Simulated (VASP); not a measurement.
The system is Li7Sb.

```xyz
8
Lattice="5.8421 0.0000 0.0000 -2.9211 5.0594 0.0000 0.0000 0.0000 4.7065" Properties=species:S:1:pos:R:3 pbc="T T T"
Li    4.3799    2.5287    0.0000
Li    2.9211    0.0020    0.0000
Li    1.4623    2.5287    0.0000
Li   -1.4758    4.2250    2.3532
Li    0.0000    1.6689    2.3532
Li    1.4758    4.2250    2.3532
Li    2.9211    1.6865    2.3532
Sb    0.0000    0.0000    0.0000
```

The cell was generated, and may not be a known phase.

```yaml
Program: VASP 6.6.1
Task: relaxation of cell and atoms
Functional: PBE
Potentials_or_basis: VASP PAW PBE potentials, release 64 (Li_sv, Sb)
Cutoff: 600 eV
k_mesh: 9 × 9 × 8
Occupations: gaussian, width 0.1 eV
Spin: no spin polarisation
```

At the start: pressure 1.6 GPa; volume 17.39 Å³/atom.

Problem. How do energy, volume and symmetry change on relaxing?

Solution. Over 8 steps the energy falls by 9.0 meV/atom and the volume is 18.74 Å³/atom (+7.7 %); space group P-6m2 (No. 187, to 0.1 Å) before and after.

The path:
```
step  energy change (eV)  largest force (eV/Å)  pressure (GPa)  volume (Å³)
   1              0.0000                0.1390            1.61       139.11
   2             -0.0347                0.1266            0.99       142.66
   3             -0.0635                0.1032           -0.30       151.78
   4             -0.0641                0.1055           -0.16       150.63
   5             -0.0674                0.0819           -0.12       150.41
   6             -0.0718                0.0102            0.02       149.75
   7             -0.0718                0.0067            0.03       149.71
   8             -0.0719                0.0037            0.01       149.90
```

Final structure:
```
Li Sb
1.0
     6.04254    0.00000    0.00000
    -3.02127    5.23299    0.00000
     0.00000    0.00000    4.74044
Li Sb
7 1
Direct
  0.00494 0.50247 0.00000
  0.49753 0.99506 0.00000
  0.49753 0.50247 0.00000
  0.15952 0.84048 0.50000
  0.15952 0.31904 0.50000
  0.68096 0.84048 0.50000
  0.66667 0.33333 0.50000
  0.00000 0.00000 0.00000
```

Caveat: the cutoff is under 1.25 times the usual one of these potentials, so pressure, stress and relaxed cells hold a basis-set (Pulay) error.
